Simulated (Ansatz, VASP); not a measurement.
## One calculation of SnO, two programs

The input INCAR:

```
PREC = Accurate
ENCUT = 520
EDIFF = 1E-6
ISMEAR = 0
SIGMA = 0.15
LREAL = F
LASPH = T
NELM = 60
ALGO = Normal
ISIF = 2
LWAVE = F
LCHARG = F
GGA = PS
NBANDS = 50
```

KPOINTS

```
regular mesh
0
Gamma
  12 12 5
```

POSCAR

```
SnO
1.0
   -3.8020000000      0.0000000000      0.0000000000
    0.0000000000     -3.8020000000      0.0000000000
    0.0000000000      0.0000000000      9.6720000000
Sn O
4 4
Direct
    0.0000000000      0.5000000000      0.1192500000
    0.0000000000      0.5000000000      0.6192500000
    0.5000000000      0.0000000000      0.3807500000
    0.5000000000      0.0000000000      0.8807500000
    0.0000000000      0.0000000000      0.0000000000
    0.0000000000      0.0000000000      0.5000000000
    0.5000000000      0.5000000000      0.0000000000
    0.5000000000      0.5000000000      0.5000000000
```

Input for Ansatz:

```yaml
crystal:
  lattice:
    - [-3.802, 0.0, 0.0]
    - [0.0, -3.802, 0.0]
    - [0.0, 0.0, 9.672]
  atoms:
    - { symbol: Sn, position: [0.0, 0.5, 0.11925] }
    - { symbol: Sn, position: [0.0, 0.5, 0.61925] }
    - { symbol: Sn, position: [0.5, 0.0, 0.38075] }
    - { symbol: Sn, position: [0.5, 0.0, 0.88075] }
    - { symbol: O, position: [0.0, 0.0, 0.0] }
    - { symbol: O, position: [0.0, 0.0, 0.5] }
    - { symbol: O, position: [0.5, 0.5, 0.0] }
    - { symbol: O, position: [0.5, 0.5, 0.5] }
basis:
  ecutwfc: 420
kpoints:
  mp_grid: { grid: [12, 12, 5] }
hamiltonian:
  xc: pbesol
scf:
  occupations: { method: gaussian, width: 0.15 }
output:
  forces: true
  stress: true
  eigenvalues: true
  write_density: true
  write_potential: true
  elf: true
  volumetric_format: npy
```

Alike in both runs: task single point; functional PBEsol; k mesh 12 × 12 × 5; occupations gaussian, width 0.15 eV; no spin polarisation.

|  | VASP | Ansatz |
| --- | --- | --- |
| version | VASP 6.6.1 | Ansatz 0.2.0 |
| potentials or method | VASP PAW PBE potentials, release 64 (Sn_d, O), cutoff 520 eV | scalar-relativistic, plane waves, PAW |
| valence electrons in the cell | 80 | 80 |

VASP gave:

```
gap on the k mesh at the Fermi level (eV)                     : none
pressure (GPa)                                                : 0.2
traceless stress, the component that is largest in VASP (GPa) : -0.28
rms of the force components (eV/Å)                            : 0.060
```

Q: Estimate Ansatz's values.

A: gap on the k mesh at the Fermi level (eV): none; pressure (GPa): -0.1; traceless stress, the component that is largest in VASP (GPa): -0.30; rms of the force components (eV/Å): 0.025.

VASP's potentials were made for PBE, not for PBEsol. Atom by atom the forces differ by 0.035 eV/Å (rms over components). A gap of «none» marks a metal or a gap that the smearing closes.
